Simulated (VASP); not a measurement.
A run of VASP 6.6.1 is set up as follows.

File INCAR:

```
SYSTEM = GaSb
PREC = Accurate ; ENCUT = 500
EDIFF = 1E-6 ; ISMEAR = 0
SIGMA = 0.1 ; LREAL = .False.
LASPH = .True. ; NELM = 120
ALGO = Normal ; ISIF = 2
LWAVE = .False. ; LCHARG = .False.
GGA = PE ; IVDW = 12
NBANDS = 16 ; GGA_COMPAT = .False.
```

Contents of KPOINTS:

```
regular mesh
0
Gamma
  12 12 12
  0 0 0
```

POSCAR

```
GaSb
1.0
    0.0000000000      3.0648644804      3.0648644804
    3.0648644804      0.0000000000      3.0648644804
    3.0648644804      3.0648644804      0.0000000000
Ga Sb
1 1
Direct
    0.0000000000      0.0000000000      0.0000000000
    0.2500000000      0.2500000000      0.2500000000
```

Potentials or basis: VASP PAW PBE potentials, release 64 (Ga_d, Sb).

The run is started by

```sh
$ cat potpaw_PBE.64/Ga_d/POTCAR potpaw_PBE.64/Sb/POTCAR > POTCAR
$ mpirun -np 1 vasp_std > vasp.out
```

(1) What does it give for the dispersion energy per atom?

(2) What does it give for the band gap on the k mesh?

(3) Predict the pressure.

## Answers

(1) -0.330 eV.

(2) zero (filled and empty bands touch).

(3) 0.1 GPa.

Caveat: semilocal functionals underestimate gaps, so a narrow gap can read as zero; spin-orbit coupling is left out, which moves the levels of the heavy elements.
